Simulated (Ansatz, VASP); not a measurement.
## Al in VASP and in Ansatz

```xyz
4
Lattice="2.0339 -1.9872 0.0000 2.0339 1.9872 0.0000 0.0000 0.0000 8.0146" Properties=species:S:1:pos:R:3 pbc="T T T"
Al    2.0339   -0.9933    1.0020
Al    2.0339   -0.9939    5.0093
Al    2.0339    0.9933    7.0127
Al    2.0339    0.9939    3.0053
```

Alike in both runs: functional PBEsol; k mesh 6 × 6 × 4; occupations gaussian, width 0.1 eV; no spin polarisation.

Ansatz relaxed the structure, and its values are those at the end. VASP's run is a single point on that final structure, the one shown.

|  | VASP | Ansatz |
| --- | --- | --- |
| version | VASP 6.6.1 | Ansatz 0.2.0 |
| potentials or method | VASP PAW PBE potentials, release 64 (Al), cutoff 500 eV | scalar-relativistic, plane waves, PAW |
| valence electrons in the cell | 12 | 12 |

```csv
,VASP,Ansatz,Ansatz less VASP
gap on the k mesh at the Fermi level (eV),none,none,-
pressure (GPa),0.2,0.2,-0.06
```

VASP's potentials were made for PBE, not for PBEsol. A gap of «none» marks a metal or a gap that the smearing closes. With one functional, cell and mesh, what is left measures potentials, basis and numerics.

The k mesh is coarse, so the values compare programs but aren't converged.
